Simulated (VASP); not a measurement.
# Na (I4/mmm) in VASP: notebook, part 2 of 2

VASP 6.6.1. Earlier steps stand in the parts before.

### 3 Single point, PBEsol (strained)

The input, INCAR:

```
PREC = Accurate
ENCUT = 520
EDIFF = 1E-6
ISMEAR = 0
SIGMA = 0.1
LREAL = False
LASPH = True
NELM = 60
ALGO = Normal
ISIF = 2
LWAVE = False
LCHARG = False
GGA = PS
NBANDS = 10
```

The input, KPOINTS:

```
regular mesh
0
Gamma
  16 16 16
```

The input, POSCAR:

```
Na
1.0
   -1.7632106789      1.7632106789      2.6999383739
    1.7632106789     -1.7632106789      2.6999383739
    1.7632106789      1.7632106789     -2.6999383739
Na
1
Direct
    0.0000000000      0.0000000000      0.0000000000
```

Potentials or basis: VASP PAW PBE potentials, release 64 (Na_pv).

Command:

```
$ cat potpaw_PBE.64/Na_pv/POTCAR > POTCAR
$ mpirun -np 1 vasp_std > vasp.out
```

OUTCAR:

```text
PREC = Accurate
   ENCUT = 520
   EDIFF = 1E-6
   ISMEAR = 0
   LREAL = False
   LASPH = True
   NELM = 60
   ISIF = 2
   GGA = PS

 ion  position               nearest neighbor table
   1  0.000  0.000  0.000-

  LATTYP: Found a body centered tetragonal cell.
 ALAT       =     3.5264213578
 C/A-ratio  =     1.5312624896

  Lattice vectors:

 A1 = (  -1.7632106789,   1.7632106789,   2.6999383739)
 A2 = (   1.7632106789,  -1.7632106789,   2.6999383739)
 A3 = (   1.7632106789,   1.7632106789,  -2.6999383739)

Analysis of symmetry for initial positions (statically):
=====================================================================
 Subroutine PRICEL returns:
 Original cell was already a primitive cell.

 Routine SETGRP: Setting up the symmetry group for a
 body centered tetragonal supercell.

 Subroutine GETGRP returns: Found 16 space group operations
 (whereof 16 operations were pure point group operations)
 out of a pool of 16 trial point group operations.

The static configuration has the point symmetry D_4h.

Analysis of symmetry for dynamics (positions and initial velocities):
[... 158 lines left out ...]

 val. band max:        0.6073480053   @ k =  -0.3750   0.3750   0.0625
 cond. band min:       0.6318198033   @ k =  -0.3125  -0.3125   0.0625
 fundamental gap:      0.0244717980
 Fermi energy:         0.6251852598

 k-point     1 :       0.0000    0.0000    0.0000
  band No.  band energies     occupation
      1     -24.1102      2.00000
      2     -24.1101      2.00000
      3     -24.1101      2.00000
      4      -2.8931      2.00000
      5      12.1494      0.00000
      6      12.4605      0.00000
      7      12.4606      0.00000
      8      13.5346      0.00000
      9      14.2180      0.00000
     10      14.2488      0.00000
[... 287 lines left out ...]
 k-point    24 :      -0.0625    0.0625    0.0000
  band No.  band energies     occupation
      1     -24.1121      2.00000
      2     -24.1111      2.00000
      3     -24.1107      2.00000
      4      -2.7949      2.00000
      5      11.4913      0.00000
      6      11.5945      0.00000
      7      11.8154      0.00000
      8      13.7040      0.00000
      9      14.6921      0.00000
     10      14.9961      0.00000

 [... further k-points ...]
[... 5 lines left out ...]
  --------------------------------------------------------------------------------------
  -------------------------------------------------------------------------------------
  Total        0.1717043      0.1717043      0.0917077      0.0000000      0.0000000      0.0000000
  in kB        8.1935015      8.1935015      4.3761699      0.0000000      0.0000000      0.0000000
  external PRESSURE =       6.9210576 kB  Pullay stress =       0.0000000 kB

 VOLUME and BASIS-vectors are now :
 -----------------------------------------------------------------------------
  energy-cutoff  :      520.00
  volume of cell :       33.58
      direct lattice vectors                 reciprocal lattice vectors
    -1.763210679  1.763210679  2.699938374     0.000000000  0.283573600  0.185189412
     1.763210679 -1.763210679  2.699938374     0.283573600  0.000000000  0.185189412
     1.763210679  1.763210679 -2.699938374     0.283573600  0.283573600  0.000000000

 POSITION                                       TOTAL-FORCE (eV/Angst)
 -----------------------------------------------------------------------------------
      0.00000      0.00000      0.00000        -0.000000     -0.000000      0.000000
 -----------------------------------------------------------------------------------
    total drift:                               -0.000000     -0.000000      0.000000

  FREE ENERGIE OF THE ION-ELECTRON SYSTEM (eV)
  ---------------------------------------------------
  free  energy   TOTEN  =        -1.3938770015 eV

  energy  without entropy=       -1.3914463845  energy(sigma->0) =       -1.39266169
```

stdout:

```text
POSCAR found type information on POSCAR Na
 POSCAR found :  1 types and       1 ions
 scaLAPACK will be used
 -----------------------------------------------------------------------------
|                                                                             |
|                                                                             |
|     You enforced a specific xc type in the INCAR file but a different       |
|     I HOPE YOU KNOW WHAT YOU ARE DOING!                                     |
|                                                                             |
 -----------------------------------------------------------------------------

 LDA part: xc-table for (Slater+PW92), standard interpolation
 POSCAR, INCAR and KPOINTS ok, starting setup
 FFT: planning ... GRIDC
 FFT: planning ... GRID_SOFT
 FFT: planning ... GRID
 WAVECAR not read
 entering main loop
```

Run time: 45 s. Hardware: 1 thread of AMD EPYC 7R13 (Zen 3), shared host; peak memory 0.19 GiB.

Results:

```yaml
Free_energy: -1.3939 eV
Pressure: 0.7 GPa
```

Caveat: the cell differs from its parent crystal (strained); the PAW data sets were made with another functional, which shifts forces and pressure a little.

### 4 Single point, PBEsol (strained)

The input, INCAR:

```
SYSTEM = Na
ALGO = Normal ; EDIFF = 1E-6
ENCUT = 520 ; GGA = PS
ISIF = 2 ; ISMEAR = 0
LASPH = .True. ; LCHARG = .True.
LELF = .True. ; LREAL = .False.
LVHAR = .True. ; LWAVE = .False.
NBANDS = 10 ; NELM = 60
PREC = Accurate ; SIGMA = 0.1
```

The input, KPOINTS:

```
k-points
0
Gamma
  16 16 16
  0 0 0
```

The input, POSCAR:

```
Na
1.0
   -1.7633428592      1.7633428592      2.7001229833
    1.7633428592     -1.7633428592      2.7001229833
    1.7633428592      1.7633428592     -2.7001229833
Na
1
Direct
    0.0000000000      0.0000000000      0.0000000000
```

Command:

```
$ cat potpaw_PBE.64/Na_pv/POTCAR > POTCAR
$ mpirun -np 1 vasp_std > vasp.out
```

Run time: 48 s. Hardware: 1 thread of AMD EPYC 7R13 (Zen 3), shared host; peak memory 0.19 GiB.

Results (log left out):

| Property | Result |
| --- | --- |
| Free energy | -1.3939 eV |
| Pressure | 0.7 GPa |

Stress tensor (GPa, compression positive):
```
0.82 0.00 0.00
0.00 0.82 0.00
0.00 0.00 0.44
```

Levels at points of the mesh, in eV from the Fermi level:
| k point | band 1 | band 2 | band 3 | band 4 | band 5 | band 6 | band 7 | band 8 | band 9 |
| --- | --- | --- | --- | --- | --- | --- | --- | --- | --- |
| (0.00, 0.00, 0.00) | -24.74 | -24.74 | -24.74 | -3.52 | 11.52 | 11.83 | 11.83 | 12.91 | 13.59 |
| (0.50, 0.00, 0.00) | -24.79 | -24.74 | -24.74 | 0.54 | 1.06 | 10.01 | 10.80 | 11.25 | 12.49 |
| (0.50, 0.50, 0.00) | -24.78 | -24.76 | -24.75 | 2.15 | 2.69 | 6.32 | 7.32 | 7.37 | 9.70 |
| (0.50, 0.50, 0.50) | -24.78 | -24.75 | -24.75 | 1.30 | 1.90 | 7.04 | 8.25 | 8.25 | 10.41 |

Caveat: the cell differs from its parent crystal (strained); the PAW data sets were made with another functional, which shifts forces and pressure a little.

### 5 Overview

| cell | k mesh | gap on the mesh (eV) | pressure (GPa) |
| --- | --- | --- | --- |
| a = 3.662 Å, angles 118.6, 118.6, 92.5°, 1 atom | 14 × 14 × 14 | none | 0.2 |
| a = 3.675 Å, angles 122.7, 122.7, 85.4°, 1 atom | 16 × 16 × 16 | none | 0.7 |
| a = 3.676 Å, angles 122.7, 122.7, 85.4°, 1 atom | 16 × 16 × 16 | none | 0.7 |

Alike in all rows: task single point; level PBEsol; potentials or basis VASP PAW PBE potentials, release 64 (Na_pv); no spin polarisation; cutoff (eV) 520; smearing gaussian 0.1 eV.

Caveats: the PAW data sets were made with another functional, which shifts forces and pressure a little.

Total energies depend on the potentials used, so only differences within one code and one set of settings carry meaning.
